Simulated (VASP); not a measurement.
Input of a VASP 6.6.1 run:

Contents of INCAR:

```
ALGO = Normal
EDIFF = 1E-6
EDIFFG = -0.04
ENCUT = 600
GGA = PE
IBRION = 2
ISIF = 3
ISMEAR = 0
LASPH = True
LCHARG = False
LREAL = False
LWAVE = False
NELM = 100
NSW = 90
PREC = Accurate
SIGMA = 0.1
```

File KPOINTS:

```
k-points
0
Gamma
  4 4 4
```

File POSCAR:

```
Nb2C3
1.0
    3.7848734900      0.0000000000      0.0000000000
    0.0000000000      3.7848734900      0.0000000000
    0.0000000000      0.0000000000      4.7222712400
Nb C
2 3
Direct
    0.0000000000      0.0000000000      0.0000000000
    0.5000000000      0.5000000000      0.0000000000
    0.0000000000      0.5000000000      0.5000000000
    0.5000000000      0.0000000000      0.5000000000
    0.0000000000      0.0000000000      0.5000000000
```

Potentials or basis: VASP PAW PBE potentials, release 64 (Nb_sv, C).

Launch:

```console
$ cat potpaw_PBE.64/Nb_sv/POTCAR potpaw_PBE.64/C/POTCAR > POTCAR
$ mpirun -np 1 vasp_std > vasp.out
```

**Question.** Predict the space group after relaxing (to 0.1 Å).

**Answer.** P4/mmm (No. 123).

**Question.** Estimate the relaxed cell.

**Answer.** a = 3.801 Å, b = 3.801 Å, c = 3.983 Å, α = 90.00°, β = 90.00°, γ = 90.00°.

**Question.** Predict the band gap on the k mesh.

**Answer.** Zero (bands 19 and 20 overlap by 1.35 eV).

**Question.** What does it give for the relaxed volume?

**Answer.** 11.51 Å³/atom.

Final structure:
```cif
data_structure
_symmetry_space_group_name_H-M 'P 1'
_symmetry_Int_Tables_number 1
_cell_length_a 3.8006
_cell_length_b 3.8006
_cell_length_c 3.9828
_cell_angle_alpha 90.000
_cell_angle_beta 90.000
_cell_angle_gamma 90.000
_cell_volume 57.53
loop_
_atom_site_label
_atom_site_type_symbol
_atom_site_fract_x
_atom_site_fract_y
_atom_site_fract_z
_atom_site_occupancy
Nb1 Nb 0.00000 0.00000 0.00000 1
Nb2 Nb 0.50000 0.50000 0.00000 1
C1 C 0.00000 0.50000 0.50000 1
C2 C 0.50000 0.00000 0.50000 1
C3 C 0.00000 0.00000 0.50000 1
```

Caveat: the k points lie up to 0.41 Å⁻¹ apart in the final cell, too coarse for converged energies and pressures of a metal; a cell axis changed by over 15 % at a fixed basis, so the end point is rough.
